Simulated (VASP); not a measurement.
Runs of VASP 6.6.1 on Sc. The structure is that of space group I4/mmm (No. 139), or close to it. The cells are those of the table. 

| task | level | potentials or basis | spin | fixed moment (μB) | cell | k mesh | cutoff (eV) | smearing | grid for exact exchange (PRECFOCK) | share of exact exchange | gap on the mesh (eV) | pressure (GPa) |
| --- | --- | --- | --- | --- | --- | --- | --- | --- | --- | --- | --- | --- |
| single point | LDA | VASP PAW LDA potentials, release 64 (Sc_sv) | off | - | a = 3.210 Å, angles 106.6, 106.6, 115.3°, 1 atom | 10 × 10 × 10 | 520 | gaussian 0.025 eV | - | - | none | -5.5 |
| relaxation of cell and atoms | PBEsol | VASP PAW PBE potentials, release 64 (Sc_sv) | collinear | 1.0 | relaxed from a = 3.210 Å, angles 106.6, 106.6, 115.3°, 1 atom | 10 × 10 × 10 | 600 | methfessel-paxton 0.025 eV | - | - | - | 0.0 |
| single point | PBE0 | VASP PAW PBE potentials, release 64 (Sc_sv) | off | - | a = 3.210 Å, angles 106.6, 106.6, 115.3°, 1 atom | 6 × 6 × 6 | 520 | fermi-dirac 0.05 eV | Normal | 0.25 | none | (a) |
| single point | r2SCAN0 | VASP PAW PBE potentials, release 64 (Sc_sv) | off | - | a = 3.210 Å, angles 106.6, 106.6, 115.3°, 1 atom | 6 × 6 × 6 | 520 | fermi-dirac 0.05 eV | Normal | 0.25 | none | 0.7 |

Question: Estimate the missing entries.

Answer: (a) 0.2.

Caveats: some runs use coarse meshes; the PAW data sets were made with another functional, which shifts forces and pressure a little (at least some runs); the cell stands under tension (at least some runs); the total moment is fixed, so each spin has its own Fermi level and the state may be an excited one (at least some runs).

A gap of «none» marks levels without a gap at the run's occupations.
